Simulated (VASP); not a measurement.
# In2BAs3 (I4/mmm) in VASP: single point with PBE

Aim: the single point of In2BAs3 with PBE.

All numbers are computed with VASP 6.6.1; they aren't measurements. Logs are shortened: lines on timing, memory, paths and dates and some standing lists are left out, and cuts for length are marked.

### Step 1. The cell of the first run

Symmetry: I4/mmm, No. 139, tetragonal system. Conventional cell: a = 5.416 Å, b = 5.416 Å, c = 9.925 Å, α = 90.00°, β = 90.00°, γ = 90.00°. Within 3.6 Å of In (site symmetry mmm) lie 2 B at 2.71 Å and 6 As at 2.71 to 3.33 Å. B (site symmetry 4/mmm) has 2 As at 1.93 Å within 2.6 Å. As (site symmetry 4mm) has 1 B at 1.93 Å within 2.6 Å. Within 3.6 Å of As (site symmetry 4/mmm) lie 4 In at 2.71 Å and 2 As at 3.03 Å.

The cell was built from a structure type or drawn by symmetry, and may not be a known phase.

### Step 2. Single point, PBE

The input, INCAR:

```
PREC = Accurate
ENCUT = 600
EDIFF = 1E-6
ISMEAR = 0
SIGMA = 0.1
LREAL = False
LASPH = True
NELM = 120
ALGO = Normal
ISIF = 2
LWAVE = False
LCHARG = True
GGA = PE
LELF = True
LVHAR = True
NBANDS = 46
GGA_COMPAT = False
```

The input, KPOINTS:

```
Automatic mesh
0
Gamma
  10 10 10
```

The input, POSCAR:

```
In2BAs3
1.0
   -2.7078193894      2.7078193894      4.9627333452
    2.7078193894     -2.7078193894      4.9627333452
    2.7078193894      2.7078193894     -4.9627333452
In B As
2 1 3
Direct
    0.5000000000      0.0000000000      0.5000000000
    0.0000000000      0.5000000000      0.5000000000
    0.5000000000      0.5000000000      0.0000000000
    0.6949298850      0.6949298850      0.0000000000
    0.3050701150      0.3050701150      0.0000000000
    0.0000000000      0.0000000000      0.0000000000
```

Potentials or basis: VASP PAW PBE potentials, release 64 (In_d, B, As_d).

Started as:

```
$ cat potpaw_PBE.64/In_d/POTCAR potpaw_PBE.64/B/POTCAR potpaw_PBE.64/As_d/POTCAR > POTCAR
$ mpirun -np 1 vasp_std > vasp.out
```

OUTCAR:

```text
PREC = Accurate
   ENCUT = 600
   EDIFF = 1E-6
   ISMEAR = 0
   LREAL = False
   LASPH = True
   NELM = 120
   ISIF = 2
   GGA = PE

 ion  position               nearest neighbor table
   1  0.500  0.000  0.500-   3 2.71   6 2.71   3 2.71   6 2.71   4 3.33   5 3.33   5 3.33   4 3.33
                             2 3.83   2 3.83   2 3.83   2 3.83
   2  0.000  0.500  0.500-   3 2.71   6 2.71   6 2.71   3 2.71   4 3.33   5 3.33   4 3.33   5 3.33
                             1 3.83   1 3.83   1 3.83   1 3.83
   3  0.500  0.500  0.000-   4 1.93   5 1.93   1 2.71   2 2.71   1 2.71   2 2.71
   4  0.695  0.695  0.000-   3 1.93   2 3.33   1 3.33   1 3.33   2 3.33
   5  0.305  0.305  0.000-   3 1.93   1 3.33   2 3.33   1 3.33   2 3.33
   6  0.000  0.000  0.000-   1 2.71   2 2.71   2 2.71   1 2.71

  LATTYP: Found a body centered tetragonal cell.
 ALAT       =     5.4156387788
 C/A-ratio  =     1.8327416388

  Lattice vectors:

 A1 = (  -2.7078193894,   2.7078193894,   4.9627333452)
 A2 = (   2.7078193894,  -2.7078193894,   4.9627333452)
 A3 = (   2.7078193894,   2.7078193894,  -4.9627333452)

Analysis of symmetry for initial positions (statically):
=====================================================================
 Subroutine PRICEL returns:
 Original cell was already a primitive cell.

 Routine SETGRP: Setting up the symmetry group for a
 body centered tetragonal supercell.

 Subroutine GETGRP returns: Found 16 space group operations
 (whereof 16 operations were pure point group operations)
 out of a pool of 16 trial point group operations.

The static configuration has the point symmetry D_4h.

Analysis of symmetry for dynamics (positions and initial velocities):
=====================================================================
 Subroutine PRICEL returns:
 Original cell was already a primitive cell.

 Routine SETGRP: Setting up the symmetry group for a
 body centered tetragonal supercell.

 Subroutine GETGRP returns: Found 16 space group operations
 (whereof 16 operations were pure point group operations)
 out of a pool of 16 trial point group operations.

The dynamic configuration has the point symmetry D_4h.

 Subroutine INISYM returns: Found 16 space group operations
 (whereof 16 operations are pure point group operations),
 and found     1 'primitive' translations

----------------------------------------------------------------------------------------

                                     Primitive cell

  volume of cell :     145.5527

  direct lattice vectors                    reciprocal lattice vectors
    -2.707819389  2.707819389  4.962733345     0.000000000  0.184650425  0.100750930
     2.707819389 -2.707819389  4.962733345     0.184650425  0.000000000  0.100750930
     2.707819389  2.707819389 -4.962733345     0.184650425  0.184650425  0.000000000

  length of vectors
     6.268436324  6.268436324  6.268436324     0.210348590  0.210348590  0.261135135

  position of ions in fractional coordinates (direct lattice)
     0.500000000  0.000000000  0.500000000
     0.000000000  0.500000000  0.500000000
     0.500000000  0.500000000  0.000000000
     0.694929885  0.694929885  0.000000000
     0.305070115  0.305070115  0.000000000
     0.000000000  0.000000000  0.000000000

  ion indices of the primitive-cell ions
   primitive index   ion index
                 1           1
                 2           2
                 3           3
                 4           4
                 5           5
                 6           6

----------------------------------------------------------------------------------------

 KPOINTS: Automatic mesh

Automatic generation of k-mesh.
 Grid dimensions read from file:
 generate k-points for:   10   10   10

 Generating k-lattice:

  Cartesian coordinates                     Fractional coordinates (reciprocal lattice)
     0.000000000  0.018465042  0.010075093     0.100000000  0.000000000  0.000000000
     0.018465042  0.000000000  0.010075093     0.000000000  0.100000000  0.000000000
     0.018465042  0.018465042  0.000000000     0.000000000  0.000000000  0.100000000

  Length of vectors
     0.021034859  0.021034859  0.026113513

  Shift w.r.t. Gamma in fractional coordinates (k-lattice)
     0.000000000  0.000000000  0.000000000

 Subroutine IBZKPT returns following result:
 ===========================================

 Found    102 irreducible k-points:

 Following reciprocal coordinates:
            Coordinates               Weight
  0.000000  0.000000  0.000000      1.000000
  0.100000  0.000000 -0.000000      8.000000
  0.200000  0.000000 -0.000000      8.000000
  0.300000 -0.000000  0.000000      8.000000
  0.400000  0.000000 -0.000000      8.000000
  0.500000 -0.000000  0.000000      4.000000
[... 16 lines left out ...]
  0.300000  0.300000  0.000000      8.000000
  0.400000  0.300000  0.000000     16.000000
 [... further k-points ...]
   k-points           NKPTS =    102   k-points in BZ     NKDIM =    102   number of bands    NBANDS=     46
   number of dos      NEDOS =    301   number of ions     NIONS =      6
   total plane-waves  NPLWV = 125000
   dimension x,y,z NGX =    50 NGY =   50 NGZ =   50
   dimension x,y,z NGXF=   100 NGYF=  100 NGZF=  100
   ions per type =               2   1   3
   NGX,Y,Z   is equivalent  to a cutoff of  13.26, 13.26, 13.26 a.u.
   NGXF,Y,Z  is equivalent  to a cutoff of  26.52, 26.52, 26.52 a.u.
 SYSTEM =  unknown system
   PREC   = accura    normal or accurate (medium, high low for compatibility)
   ISTART =      0    job   : 0-new  1-cont  2-samecut
   ICHARG =      2    charge: 1-file 2-atom 10-const
   ISPIN  =      1    spin polarized calculation?
   LNONCOLLINEAR =      F non collinear calculations
   LSORBIT =      F    spin-orbit coupling
   LASPH  =      T    aspherical Exc in radial PAW
   ENCUT  =  600.0 eV  44.10 Ry    6.64 a.u.  12.52 12.52 12.52*2*pi/ulx,y,z
   NELM   =    120;   NELMIN=  2; NELMDL= -5     # of ELM steps
   EDIFF  = 0.1E-05   stopping-criterion for ELM
   LREAL  =      F    real-space projection
   EDIFFG = 0.1E-04   stopping-criterion for IOM
   NSW    =      0    number of steps for IOM
   IBRION =     -1    ionic relax: 0-MD 1-quasi-New 2-CG
   NFREE  =      0    steps in history (QN), initial steepest desc. (CG)
   ISIF   =      2    stress and relaxation
   ISYM   =      2    0-nonsym 1-usesym 2-fastsym
   POTIM  = 0.5000    time-step for ionic-motion
   TEBEG  =    0.0;   TEEND  =   0.0 temperature during run
   PSTRESS=    0.0 pullay stress
   NELECT =      74.0000    total number of electrons
   NUPDOWN=      -1.0000    fix difference up-down
   EMIN   =  10.00;   EMAX   =-10.00  energy-range for DOS
   EFERMI =   0.00;   METHOD = LEGACY
   ISMEAR =     0;   SIGMA  =   0.10  broadening in eV -4-tet -1-fermi 0-gaus
   EFERMI_NEDOS =   21; number of points for ismear=-14 and -15
   IALGO  =     38    algorithm
   IMIX   =      4    mixing-type and parameters
     AMIX     =   0.40;   BMIX     =  1.00
     AMIX_MAG =   1.60;   BMIX_MAG =  1.00
  volume/ion in A,a.u.               =      24.26       163.71
  Fermi-wavevector in a.u.,A,eV,Ry     =   1.306608  2.469131 23.228197  1.707224
  Thomas-Fermi vector in A             =   2.437399
   LORBIT       =      0    0 simple, 1 ext, 2 COOP (PROOUT), +10 PAW based schemes
   GGA     = PE    functional components
   LHFCALC =     F    Hartree Fock is set to
   AEXX    =    0.0000 exact exchange contribution
   IVDW    =     0    specifies the selected vdW correction
   LEPSILON=     F    determine dielectric tensor
   LRPA    =     F    only Hartree local field effects (RPA)
 non-spin polarized calculation
 Gauss-broadening in eV      SIGMA  =   0.10
  energy-cutoff  :      600.00
  volume of cell :      145.55
 maximum number of plane-waves:      4907
   NGX = 25   NGY = 25   NGZ = 25

 number of electron      73.9999995 magnetization

 Free energy of the ion-electron system (eV)
  ---------------------------------------------------
  ext. energy  EPLUGINS =         0.00000000
  ---------------------------------------------------
  free energy    TOTEN  =       -22.94641919 eV

  energy without entropy =      -22.93600124  energy(sigma->0) =      -22.94121021

 E-fermi :   3.6086     XC(G=0):  -9.7013

 val. band max:        3.6056092048   @ k =  -0.4000  -0.4000   0.3000
 cond. band min:       3.6114686344   @ k =   0.5000   0.5000   0.2000
 fundamental gap:      0.0058594296
 Fermi energy:         3.6086006319

 k-point     1 :       0.0000    0.0000    0.0000
  band No.  band energies     occupation
      1     -32.0542      2.00000
      2     -32.0397      2.00000
      3     -32.0397      2.00000
      4     -32.0259      2.00000
      5     -32.0136      2.00000
      6     -31.6137      2.00000
[... 38 lines left out ...]
     45       8.9768      0.00000
     46      11.0303      0.00000

 k-point     2 :       0.1000    0.0000   -0.0000
  band No.  band energies     occupation
      1     -32.0542      2.00000
      2     -32.0397      2.00000
      3     -32.0397      2.00000
      4     -32.0259      2.00000
      5     -32.0136      2.00000
      6     -31.6137      2.00000
[... 38 lines left out ...]
     45       9.0878      0.00000
     46      11.2228      0.00000

 k-point     3 :       0.2000    0.0000   -0.0000
  band No.  band energies     occupation
      1     -32.0542      2.00000
      2     -32.0397      2.00000
      3     -32.0397      2.00000
      4     -32.0257      2.00000
      5     -32.0136      2.00000
      6     -31.6137      2.00000
[... 1018 lines left out ...]
     45       9.3117      0.00000
     46       9.5270      0.00000

 k-point    24 :       0.4000    0.3000    0.0000
  band No.  band energies     occupation
      1     -32.0540      2.00000
      2     -32.0397      2.00000
      3     -32.0397      2.00000
      4     -32.0252      2.00000
      5     -32.0135      2.00000
      6     -31.6137      2.00000
[... 38 lines left out ...]
     45       8.3005      0.00000
     46       9.4158      0.00000

 [... further k-points ...]

------------------------ aborting loop because EDIFF is reached ----------------------------------------

  FORCE on cell =-STRESS in cart. coord.  units (eV):
  Direction    XX          YY          ZZ          XY          YZ          ZX
  --------------------------------------------------------------------------------------
  -------------------------------------------------------------------------------------
  Total        0.0251364      0.0251364     -0.1156260      0.0000000      0.0000000      0.0000000
  in kB        0.2766901      0.2766901     -1.2727575      0.0000000      0.0000000      0.0000000
  external PRESSURE =      -0.2397924 kB  Pullay stress =       0.0000000 kB

 VOLUME and BASIS-vectors are now :
 -----------------------------------------------------------------------------
  energy-cutoff  :      600.00
  volume of cell :      145.55
      direct lattice vectors                 reciprocal lattice vectors
    -2.707819389  2.707819389  4.962733345     0.000000000  0.184650425  0.100750930
     2.707819389 -2.707819389  4.962733345     0.184650425  0.000000000  0.100750930
     2.707819389  2.707819389 -4.962733345     0.184650425  0.184650425  0.000000000

 POSITION                                       TOTAL-FORCE (eV/Angst)
 -----------------------------------------------------------------------------------
      0.00000      2.70782      0.00000         0.000000      0.000000     -0.000000
      2.70782      0.00000      0.00000         0.000000      0.000000     -0.000000
      0.00000      0.00000      4.96273         0.000000      0.000000     -0.000000
      0.00000      0.00000      6.89750        -0.000000     -0.000000     -0.037581
      0.00000      0.00000      3.02796        -0.000000     -0.000000      0.037581
      0.00000      0.00000      0.00000         0.000000      0.000000     -0.000000
 -----------------------------------------------------------------------------------
    total drift:                                0.000000      0.000000     -0.000000

  FREE ENERGIE OF THE ION-ELECTRON SYSTEM (eV)
  ---------------------------------------------------
  free  energy   TOTEN  =       -22.9464191908 eV

  energy  without entropy=      -22.9360012368  energy(sigma->0) =      -22.94121021
```

It took 15 min on 1 thread of Intel Xeon Platinum 8488C (Sapphire Rapids), shared host; peak memory 0.84 GiB.

What came out:

```yaml
Free_energy: -22.9464 eV
Pressure: 0.0 GPa
Largest_force: 0.038 eV/Å
Band_gap_on_the_k_mesh: zero (bands 37 and 38 overlap by 2.23 eV)
```

Forces on the atoms (eV/Å):
```
In   0.000  0.000  0.000
In   0.000  0.000  0.000
B    0.000  0.000  0.000
As   0.000  0.000 -0.038
As   0.000  0.000  0.038
As   0.000  0.000  0.000
```

Levels at points of the mesh, in eV from the Fermi level:
```tsv
k point	band 34	band 35	band 36	band 37	band 38	band 39	band 40	band 41
(0.00, 0.00, 0.00)	-2.04	-2.04	-1.68	-1.46	-1.46	0.51	1.46	3.20
(0.50, 0.00, 0.00)	-2.58	-1.46	-0.45	-0.37	0.22	1.53	1.70	2.03
(0.50, 0.50, 0.00)	-0.74	-0.72	-0.19	0.76	1.32	2.38	3.10	3.38
(0.50, 0.50, 0.50)	-1.69	-1.69	-1.30	0.16	0.34	0.34	1.41	1.41
```

Caveat: spin-orbit coupling is left out, which moves the levels of the heavy elements.
